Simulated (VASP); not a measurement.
Wanted: the native input for a VASP 6.6.1 run.

```
Task                   : single point
Functional             : PBE
Potentials or basis    : VASP PAW PBE potentials, release 64 (Na_pv, H)
Cutoff                 : 520 eV
k mesh                 : 10 × 10 × 10
Occupations            : gaussian, width 0.05 eV
Spin                   : no spin polarisation
Dipole correction      : no
Further INCAR settings : ALGO = Normal; EDIFF = 1e-06; NBANDS = 11
```

The structure of NaH lies in POSCAR:

```
NaH
1.0
    3.0216142900      0.0000000000      0.0000000000
    0.0000000000      2.8886337100      0.0000000000
    0.0000000000      0.0000000000      2.9551240000
Na H
1 1
Direct
    0.0000000000      0.0000000000      0.0000000000
    0.5000000000      0.5000000000      0.5000000000
```

This cell differs from its parent crystal: strain +0.0225 x Voigt [1, -1, 0, 0, 0, 0].

The input as run:

INCAR

```
ALGO     = Normal         # electronic algorithm
EDIFF    = 1E-6           # SCF threshold, eV
ENCUT    = 520            # plane-wave cutoff, eV
GGA      = PE             # functional
ISIF     = 2              # what is computed and relaxed
ISMEAR   = 0              # smearing method
LASPH    = True           # aspherical terms in the spheres
LCHARG   = False          # write CHGCAR
LREAL    = False          # projectors in reciprocal space
LWAVE    = False          # write WAVECAR
NBANDS   = 11             # bands
NELM     = 80             # most SCF steps
PREC     = Accurate       # precision mode
SIGMA    = 0.05           # smearing width, eV
```

KPOINTS

```
k-points
0
Gamma
  10 10 10
```

Potentials or basis: VASP PAW PBE potentials, release 64 (Na_pv, H).

Command:

```sh
$ cat potpaw_PBE.64/Na_pv/POTCAR potpaw_PBE.64/H/POTCAR > POTCAR
$ mpirun -np 1 vasp_std > vasp.out
```

Results of the run:

The pressure is 0.2 GPa and the band gap on the k mesh is 0.81 eV (least direct gap 4.36 eV).

Caveat: the cell differs from its parent crystal (strain +0.0225 x Voigt [1, -1, 0, 0, 0, 0]).

Wall time 16 s on 1 thread of Intel(R) Xeon(R) Platinum 8488C (Sapphire Rapids), with other jobs on the host, peak memory 0.17 GiB.
